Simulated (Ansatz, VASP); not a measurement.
**One calculation of TiSi2, two programs**

```
Ti Si
1.0
     0.00000    4.11752    4.26290
     2.38951    0.00000    4.26290
     2.38951    4.11752    0.00000
Ti Si
2 4
Direct
  0.75000 0.75000 0.75000
  0.50000 0.50000 0.50000
  0.41257 0.08743 0.41257
  0.08743 0.41257 0.08743
  0.16257 0.83743 0.16257
  0.83743 0.16257 0.83743
```

Alike in both runs: task band structure; functional PBE; k mesh 5 × 5 × 5; occupations fermi-dirac, width 0.05 eV; no spin polarisation.

|  | VASP | Ansatz |
| --- | --- | --- |
| version | VASP 6.6.1 | Ansatz 0.2.0 |
| potentials or method | VASP PAW PBE potentials, release 64 (Ti_pv, Si) | Ansatz PAW |
| plane-wave cutoff (eV) | 600 | 420 |
| valence electrons in the cell | 36 | 40 |

Ansatz gave:

* gap on the k mesh at the Fermi level (eV): none
* pressure (GPa): 2.1
* traceless stress, the component that is largest in VASP (GPa): 1.52
* rms of the force components (eV/Å): 0.016

Question: Which values does VASP return?

Answer: gap on the k mesh at the Fermi level (eV): none; pressure (GPa): 2.1; traceless stress, the component that is largest in VASP (GPa): 1.54; rms of the force components (eV/Å): 0.017.

Atom by atom the forces differ by 0.000 eV/Å (rms over components). A gap of «none» marks a metal or a gap that the smearing closes. VASP's potentials hold 36 valence electrons a cell and Ansatz's 40, so a difference there can come from the potentials and not from the codes.
